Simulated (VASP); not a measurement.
A run of VASP 6.6.1:

File INCAR:

```
PREC = Accurate
ENCUT = 600
EDIFF = 1E-6
ISMEAR = -5
SIGMA = 0.05
LREAL = False
LASPH = True
NELM = 120
ALGO = Normal
ISIF = 2
LWAVE = False
LCHARG = False
GGA = PE
NBANDS = 35
GGA_COMPAT = False
```

Contents of KPOINTS:

```
Automatic mesh
0
Gamma
  6 6 8
```

Contents of POSCAR:

```
SnO2
1.0
    4.8277049961      0.0000000000      0.0000000000
    0.0000000000      4.8277049961      0.0000000000
    0.0000000000      0.0000000000      3.2379909406
Sn O
2 4
Direct
    0.0000000000      0.0000000000      0.0000000000
    0.5000000000      0.5000000000      0.5000000000
    0.3011125170      0.3120976556      0.0000000000
    0.1988874830      0.8120976556      0.5000000000
    0.6988874830      0.6879023444      0.0000000000
    0.8011125170      0.1879023444      0.5000000000
```

Potentials or basis: VASP PAW PBE potentials, release 64 (Sn_d, O).

Launch:

```console
$ cat potpaw_PBE.64/Sn_d/POTCAR potpaw_PBE.64/O/POTCAR > POTCAR
$ mpirun -np 1 vasp_std > vasp.out
```

Hardware: 1 thread of Oxide Virtual Turin-like Processor, on a shared host.

Problem. How long does it take, and how much memory?

Solution. Run time: 2.2 min on 1 thread of Oxide Virtual Turin-like Processor, with other jobs on the host, peak memory 0.31 GiB. Counts: scf iterations 14, k points 80.
